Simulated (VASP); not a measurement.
# Cd (Fd-3m) in VASP: notebook

Aim: see how the results for Cd move with the level of theory and the settings. Levels: r2SCAN, r2SCAN0. Tasks: single point.

Program: VASP 6.6.1. These are calculated values, not measurements. Logs are shortened: lines on timing, memory, paths and dates and some standing lists are left out, and cuts for length are marked.

### 1 The cell of the first run

The structure is cubic, space group Fd-3m (No. 227). Conventional cell: a = 6.507 Å, b = 6.507 Å, c = 6.507 Å, α = 90.00°, β = 90.00°, γ = 90.00°. Within 3.7 Å of Cd (site symmetry -43m) lie 4 Cd at 2.82 Å.

### 2 Single point, r2SCAN

Input file POSCAR:

```
Cd
1.0
    0.0000000000      3.2536070560      3.2536070560
    3.2536070560      0.0000000000      3.2536070560
    3.2536070560      3.2536070560      0.0000000000
Cd
2
Direct
    0.1250000000      0.1250000000      0.1250000000
    0.8750000000      0.8750000000      0.8750000000
```

Input file INCAR.step1:

```
SYSTEM = Cd
  PREC = Accurate
  ENCUT = 520
  ISMEAR = -1
  SIGMA = 0.1
  LREAL = .False.
  LASPH = .True.
  NELM = 100
  NBANDS = 19
  GGA = PE
  ALGO = Normal
  EDIFF = 1E-4
  LWAVE = .True.
  LCHARG = .False.
```

Input file INCAR.step2:

```
SYSTEM = Cd
  PREC = Accurate
  ENCUT = 520
  EDIFF = 1E-6
  ISMEAR = -1
  SIGMA = 0.1
  LREAL = .False.
  LASPH = .True.
  NELM = 100
  ALGO = Normal
  ISIF = 2
  LWAVE = .False.
  LCHARG = .False.
  METAGGA = R2SCAN
  LMIXTAU = .True.
  NBANDS = 19
  ISTART = 1
```

Input file KPOINTS:

```
regular mesh
0
Gamma
  4 4 4
  0 0 0
```

Potentials or basis: VASP PAW PBE potentials, release 64 (Cd).

Started as:

```
$ cat potpaw_PBE.64/Cd/POTCAR > POTCAR
$ cp INCAR.step1 INCAR
$ mpirun -np 1 vasp_std > vasp.out
$ cp INCAR.step2 INCAR
$ mpirun -np 1 vasp_std > vasp.out
```

OUTCAR:

```text
SYSTEM = Cd
   PREC = Accurate
   ENCUT = 520
   EDIFF = 1E-6
   ISMEAR = -1
   LREAL = .False.
   LASPH = .True.
   NELM = 100
   ISIF = 2
   METAGGA = R2SCAN
   ISTART = 1

 ion  position               nearest neighbor table
   1  0.125  0.125  0.125-   2 2.82   2 2.82   2 2.82   2 2.82
   2  0.875  0.875  0.875-   1 2.82   1 2.82   1 2.82   1 2.82

  LATTYP: Found a face centered cubic cell.
 ALAT       =     6.5072141120

  Lattice vectors:

 A1 = (   0.0000000000,   3.2536070560,   3.2536070560)
 A2 = (   3.2536070560,   0.0000000000,   3.2536070560)
 A3 = (   3.2536070560,   3.2536070560,   0.0000000000)

Analysis of symmetry for initial positions (statically):
=====================================================================
 Subroutine PRICEL returns:
 Original cell was already a primitive cell.

 Routine SETGRP: Setting up the symmetry group for a
 face centered cubic supercell.

 Subroutine GETGRP returns: Found 48 space group operations
 (whereof 12 operations were pure point group operations)
 out of a pool of 48 trial point group operations.

The static configuration has the point symmetry D_3d.
 The point group associated with its full space group is O_h .

Analysis of symmetry for dynamics (positions and initial velocities):
=====================================================================
 Subroutine PRICEL returns:
 Original cell was already a primitive cell.

 Routine SETGRP: Setting up the symmetry group for a
 face centered cubic supercell.

 Subroutine GETGRP returns: Found 48 space group operations
 (whereof 12 operations were pure point group operations)
 out of a pool of 48 trial point group operations.

The dynamic configuration has the point symmetry D_3d.
 The point group associated with its full space group is O_h .

 Subroutine INISYM returns: Found 48 space group operations
 (whereof 12 operations are pure point group operations),
 and found     1 'primitive' translations

----------------------------------------------------------------------------------------

                                     Primitive cell

  volume of cell :      68.8851

  direct lattice vectors                    reciprocal lattice vectors
     0.000000000  3.253607056  3.253607056    -0.153675595  0.153675595  0.153675595
     3.253607056  0.000000000  3.253607056     0.153675595 -0.153675595  0.153675595
     3.253607056  3.253607056  0.000000000     0.153675595  0.153675595 -0.153675595

  length of vectors
     4.601295225  4.601295225  4.601295225     0.266173938  0.266173938  0.266173938

  position of ions in fractional coordinates (direct lattice)
     0.125000000  0.125000000  0.125000000
     0.875000000  0.875000000  0.875000000

  ion indices of the primitive-cell ions
   primitive index   ion index
                 1           1
                 2           2

----------------------------------------------------------------------------------------

 KPOINTS: regular mesh

Automatic generation of k-mesh.
 Grid dimensions read from file:
 generate k-points for:    4    4    4

 Generating k-lattice:

  Cartesian coordinates                     Fractional coordinates (reciprocal lattice)
    -0.038418899  0.038418899  0.038418899     0.250000000  0.000000000  0.000000000
     0.038418899 -0.038418899  0.038418899     0.000000000  0.250000000  0.000000000
     0.038418899  0.038418899 -0.038418899     0.000000000  0.000000000  0.250000000

  Length of vectors
     0.066543485  0.066543485  0.066543485

  Shift w.r.t. Gamma in fractional coordinates (k-lattice)
     0.000000000  0.000000000  0.000000000

 Subroutine IBZKPT returns following result:
 ===========================================

 Found      8 irreducible k-points:

 Following reciprocal coordinates:
            Coordinates               Weight
  0.000000  0.000000  0.000000      1.000000
  0.250000  0.000000  0.000000      8.000000
  0.500000  0.000000  0.000000      4.000000
  0.250000  0.250000  0.000000      6.000000
  0.500000  0.250000  0.000000     24.000000
 -0.250000  0.250000  0.000000     12.000000
  0.500000  0.500000  0.000000      3.000000
 -0.250000  0.500000  0.250000      6.000000
   k-points           NKPTS =      8   k-points in BZ     NKDIM =      8   number of bands    NBANDS=     19
   number of dos      NEDOS =    301   number of ions     NIONS =      2
   total plane-waves  NPLWV =  46656
   dimension x,y,z NGX =    36 NGY =   36 NGZ =   36
   dimension x,y,z NGXF=    72 NGYF=   72 NGZF=   72
   ions per type =               2
   NGX,Y,Z   is equivalent  to a cutoff of  13.01, 13.01, 13.01 a.u.
   NGXF,Y,Z  is equivalent  to a cutoff of  26.01, 26.01, 26.01 a.u.
 SYSTEM =  Cd
   PREC   = accura    normal or accurate (medium, high low for compatibility)
   ISTART =      1    job   : 0-new  1-cont  2-samecut
   ICHARG =      0    charge: 1-file 2-atom 10-const
   ISPIN  =      1    spin polarized calculation?
   LNONCOLLINEAR =      F non collinear calculations
   LSORBIT =      F    spin-orbit coupling
   LASPH  =      T    aspherical Exc in radial PAW
   ENCUT  =  520.0 eV  38.22 Ry    6.18 a.u.   8.56  8.56  8.56*2*pi/ulx,y,z
   NELM   =    100;   NELMIN=  2; NELMDL=  0     # of ELM steps
   EDIFF  = 0.1E-05   stopping-criterion for ELM
   LREAL  =      F    real-space projection
   EDIFFG = 0.1E-04   stopping-criterion for IOM
   NSW    =      0    number of steps for IOM
   IBRION =     -1    ionic relax: 0-MD 1-quasi-New 2-CG
   NFREE  =      0    steps in history (QN), initial steepest desc. (CG)
   ISIF   =      2    stress and relaxation
   ISYM   =      2    0-nonsym 1-usesym 2-fastsym
   POTIM  = 0.5000    time-step for ionic-motion
   TEBEG  =    0.0;   TEEND  =   0.0 temperature during run
   PSTRESS=    0.0 pullay stress
   NELECT =      24.0000    total number of electrons
   NUPDOWN=      -1.0000    fix difference up-down
   EMIN   =  10.00;   EMAX   =-10.00  energy-range for DOS
   EFERMI =   0.00;   METHOD = LEGACY
   ISMEAR =    -1;   SIGMA  =   0.10  broadening in eV -4-tet -1-fermi 0-gaus
   EFERMI_NEDOS =   21; number of points for ismear=-14 and -15
   IALGO  =     38    algorithm
   IMIX   =      4    mixing-type and parameters
     AMIX     =   0.40;   BMIX     =  1.00
     AMIX_MAG =   1.60;   BMIX_MAG =  1.00
  volume/ion in A,a.u.               =      34.44       232.43
  Fermi-wavevector in a.u.,A,eV,Ry     =   1.151958  2.176886 18.055043  1.327008
  Thomas-Fermi vector in A             =   2.288613
   LORBIT       =      0    0 simple, 1 ext, 2 COOP (PROOUT), +10 PAW based schemes
   METAGGA = R2SCAN    functional components
   LHFCALC =     F    Hartree Fock is set to
   AEXX    =    0.0000 exact exchange contribution
   IVDW    =     0    specifies the selected vdW correction
   LEPSILON=     F    determine dielectric tensor
   LRPA    =     F    only Hartree local field effects (RPA)
 non-spin polarized calculation
  energy-cutoff  :      520.00
  volume of cell :       68.89
 maximum number of plane-waves:      1880
 NGX is ok and might be reduce to    36
   NGX = 17   NGY = 17   NGZ = 17

 number of electron      23.9999998 magnetization

 Free energy of the ion-electron system (eV)
  ---------------------------------------------------
  ext. energy  EPLUGINS =         0.00000000
  ---------------------------------------------------
  free energy    TOTEN  =       -39.28810089 eV

  energy without entropy =      -39.22546645  energy(sigma->0) =      -39.25678367

 E-fermi :   0.4448     XC(G=0):  -9.0236

 val. band max:        0.3261371134   @ k =  -0.2500   0.5000   0.2500
 cond. band min:       0.4993938210   @ k =  -0.2500   0.2500   0.0000
 fundamental gap:      0.1732567076
 Fermi energy:         0.4448136756

 k-point     1 :       0.0000    0.0000    0.0000
  band No.  band energies     occupation
      1      -9.4174      2.00000
      2      -9.4174      2.00000
      3      -9.4174      2.00000
      4      -9.3594      2.00000
      5      -9.3594      2.00000
      6      -8.5959      2.00000
[... 11 lines left out ...]
     18       6.2778      0.00000
     19       7.9076      0.00000

 k-point     2 :       0.2500    0.0000    0.0000
  band No.  band energies     occupation
      1      -9.4889      2.00000
      2      -9.4889      2.00000
      3      -9.4025      2.00000
      4      -9.2385      2.00000
      5      -9.2385      2.00000
      6      -8.6758      2.00000
[... 11 lines left out ...]
     18       8.5963      0.00000
     19       9.3744      0.00000

 k-point     3 :       0.5000    0.0000    0.0000
  band No.  band energies     occupation
      1      -9.4860      2.00000
      2      -9.4860      2.00000
      3      -9.3884      2.00000
      4      -9.2189      2.00000
      5      -9.2189      2.00000
      6      -8.7537      2.00000
[... 11 lines left out ...]
     18       7.7810      0.00000
     19      12.5551      0.00000

 k-point     4 :       0.2500    0.2500    0.0000
  band No.  band energies     occupation
      1      -9.5168      2.00000
      2      -9.4617      2.00000
      3      -9.4617      2.00000
      4      -9.2151      2.00000
      5      -9.0737      2.00000
      6      -8.9461      2.00000
[... 11 lines left out ...]
     18       9.7768      0.00000
     19      10.8088      0.00000

 k-point     5 :       0.5000    0.2500    0.0000
  band No.  band energies     occupation
      1      -9.5783      2.00000
      2      -9.5017      2.00000
      3      -9.3617      2.00000
      4      -9.0825      2.00000
      5      -9.0439      2.00000
      6      -8.9689      2.00000
[... 11 lines left out ...]
     18       9.4742      0.00000
     19      11.8131      0.00000

 k-point     6 :      -0.2500    0.2500    0.0000
  band No.  band energies     occupation
      1      -9.5513      2.00000
      2      -9.5405      2.00000
      3      -9.3025      2.00000
      4      -9.2031      2.00000
      5      -9.0576      2.00000
      6      -8.8194      2.00000
[... 11 lines left out ...]
     18       8.7320      0.00000
     19       9.7050      0.00000

 k-point     7 :       0.5000    0.5000    0.0000
  band No.  band energies     occupation
      1      -9.5011      2.00000
      2      -9.5011      2.00000
      3      -9.3587      2.00000
      4      -9.3587      2.00000
      5      -8.8722      2.00000
      6      -8.8722      2.00000
[... 11 lines left out ...]
     18      13.1069      0.00000
     19      14.4115      0.00000

 k-point     8 :      -0.2500    0.5000    0.2500
  band No.  band energies     occupation
      1      -9.5820      2.00000
      2      -9.5820      2.00000
      3      -9.1620      2.00000
      4      -9.1620      2.00000
      5      -8.9409      2.00000
      6      -8.9409      2.00000
[... 11 lines left out ...]
     18       8.0866      0.00000
     19      14.1729      0.00000

------------------------ aborting loop because EDIFF is reached ----------------------------------------

  FORCE on cell =-STRESS in cart. coord.  units (eV):
  Direction    XX          YY          ZZ          XY          YZ          ZX
  --------------------------------------------------------------------------------------
  -------------------------------------------------------------------------------------
  Total        0.0423161      0.0423161      0.0423161      0.0000000      0.0000000     -0.0000000
  in kB        0.9842180      0.9842180      0.9842180      0.0000000      0.0000000     -0.0000000
  external PRESSURE =       0.9842180 kB  Pullay stress =       0.0000000 kB

 VOLUME and BASIS-vectors are now :
 -----------------------------------------------------------------------------
  energy-cutoff  :      520.00
  volume of cell :       68.89
      direct lattice vectors                 reciprocal lattice vectors
     0.000000000  3.253607056  3.253607056    -0.153675595  0.153675595  0.153675595
     3.253607056  0.000000000  3.253607056     0.153675595 -0.153675595  0.153675595
     3.253607056  3.253607056  0.000000000     0.153675595  0.153675595 -0.153675595

 POSITION                                       TOTAL-FORCE (eV/Angst)
 -----------------------------------------------------------------------------------
      0.81340      0.81340      0.81340         0.000000      0.000000     -0.000000
      5.69381      5.69381      5.69381        -0.000000     -0.000000      0.000000
 -----------------------------------------------------------------------------------
    total drift:                                0.000000      0.000000      0.000000

  FREE ENERGIE OF THE ION-ELECTRON SYSTEM (eV)
  ---------------------------------------------------
  free  energy   TOTEN  =       -39.2881008866 eV

  energy  without entropy=      -39.2254664471  energy(sigma->0) =      -39.25678367
```

Wall time 54 s (1 thread of Intel Xeon Platinum 8259CL at 2.50GHz (Skylake/Cascade Lake), shared host); peak memory 0.21 GiB.

Results:

| Quantity | Value |
| --- | --- |
| Free energy | -39.2881 eV |
| Pressure | 0.1 GPa |
| Band gap on the k mesh | zero (band 12 reaches 5.08 eV, above the bottom of band 13 at 0.33 eV) |

Caveat: the k points lie up to 0.42 Å⁻¹ apart; the PAW data sets were made with another functional, which shifts forces and pressure a little.

### 3 Single point, r2SCAN0

POSCAR is that of step 2.

Input file INCAR.step1:

```
ALGO     = Normal         # electronic algorithm
EDIFF    = 1E-5           # SCF threshold, eV
ENCUT    = 520            # plane-wave cutoff, eV
GGA      = PE             # functional
ISIF     = 2              # what is computed and relaxed
ISMEAR   = -1             # smearing method
LASPH    = True           # aspherical terms in the spheres
LREAL    = False          # projectors in reciprocal space
LWAVE    = True           # write WAVECAR
NBANDS   = 19             # bands
NELM     = 60             # most SCF steps
PREC     = Accurate       # precision mode
SIGMA    = 0.1            # smearing width, eV
```

Input file INCAR.step2:

```
AEXX     = 0.25           # exact-exchange fraction
ALGO     = Normal         # electronic algorithm
EDIFF    = 1E-6           # SCF threshold, eV
ENCUT    = 520            # plane-wave cutoff, eV
ISIF     = 2              # what is computed and relaxed
ISMEAR   = -1             # smearing method
ISTART   = 1            
LASPH    = True           # aspherical terms in the spheres
LCHARG   = True           # write CHGCAR
LELF     = True           # ELF
LHFCALC  = True           # exact exchange
LMIXTAU  = True         
LREAL    = False          # projectors in reciprocal space
LVHAR    = True         
LWAVE    = False          # write WAVECAR
METAGGA  = R2SCAN         # meta-GGA
NBANDS   = 19             # bands
NELM     = 60             # most SCF steps
PREC     = Accurate       # precision mode
PRECFOCK = Normal       
SIGMA    = 0.1            # smearing width, eV
```

Input file KPOINTS:

```
k-points
0
Gamma
  4 4 4
```

Potentials or basis: VASP PAW PBE potentials, release 64 (Cd).

Started as:

```
$ cat potpaw_PBE.64/Cd/POTCAR > POTCAR
$ cp INCAR.step1 INCAR
$ mpirun -np 1 vasp_std > vasp.out
$ cp INCAR.step2 INCAR
$ mpirun -np 1 vasp_std > vasp.out
```

Run time: 22 min. Hardware: 1 thread of Intel Xeon Platinum 8259CL at 2.50GHz (Skylake/Cascade Lake), shared host; peak memory 0.23 GiB.

It converged, with:

```yaml
Free_energy: -29.9826 eV
Pressure: 0.0 GPa
Band_gap_on_the_k_mesh: zero (band 12 reaches 5.89 eV, above the bottom of band 13 at 0.04 eV)
```

Levels at points of the mesh, in eV from the Fermi level:
| k point | band 9 | band 10 | band 11 | band 12 | band 13 | band 14 | band 15 | band 16 |
| --- | --- | --- | --- | --- | --- | --- | --- | --- |
| (0.00, 0.00, 0.00) | -11.00 | -11.00 | -8.44 | 5.33 | 5.33 | 5.33 | 6.53 | 6.53 |
| (0.50, 0.00, 0.00) | -10.95 | -10.95 | -5.73 | -3.65 | 3.40 | 3.40 | 5.51 | 7.23 |
| (0.50, 0.50, 0.00) | -10.89 | -10.89 | -4.00 | -4.00 | 1.17 | 1.17 | 4.32 | 4.32 |

Caveat: the k points lie up to 0.42 Å⁻¹ apart; the PAW data sets were made with another functional, which shifts forces and pressure a little.
